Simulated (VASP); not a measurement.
YW:

```
Y W
1.0
     0.00000    2.78907    2.78907
     2.78907    0.00000    2.78907
     2.78907    2.78907    0.00000
Y W
1 1
Direct
  0.00000 0.00000 0.00000
  0.50000 0.50000 0.50000
```

```yaml
Program: VASP 6.6.1
Task: relaxation of cell and atoms
Functional: PBE
Potentials_or_basis: VASP PAW PBE potentials, release 64 (Y_sv, W_sv)
Cutoff: 600 eV
k_mesh: 6 × 6 × 6
Occupations: gaussian, width 0.1 eV
Spin: no spin polarisation
```

At the start: pressure 11.5 GPa; volume 21.70 Å³/atom.

Problem. Where does the relaxation end?

Solution. Over 3 steps the energy falls by 91.9 meV/atom and the volume is 24.59 Å³/atom (+13.4 %); space group Fm-3m (No. 225, to 0.05 Å).

The path:
```csv
step,energy change (eV),largest force (eV/Å),pressure (GPa),volume (Å³)
1,0.0000,0.0000,11.47,43.39
2,-0.0994,0.0000,-5.31,53.90
3,-0.1837,0.0000,-0.05,49.19
```

Final structure:
```xyz
2
Lattice="0.0000 2.9081 2.9081 2.9081 0.0000 2.9081 2.9081 2.9081 0.0000" Properties=species:S:1:pos:R:3 pbc="T T T"
Y     0.0000    0.0000    0.0000
W     2.9081    2.9081    2.9081
```
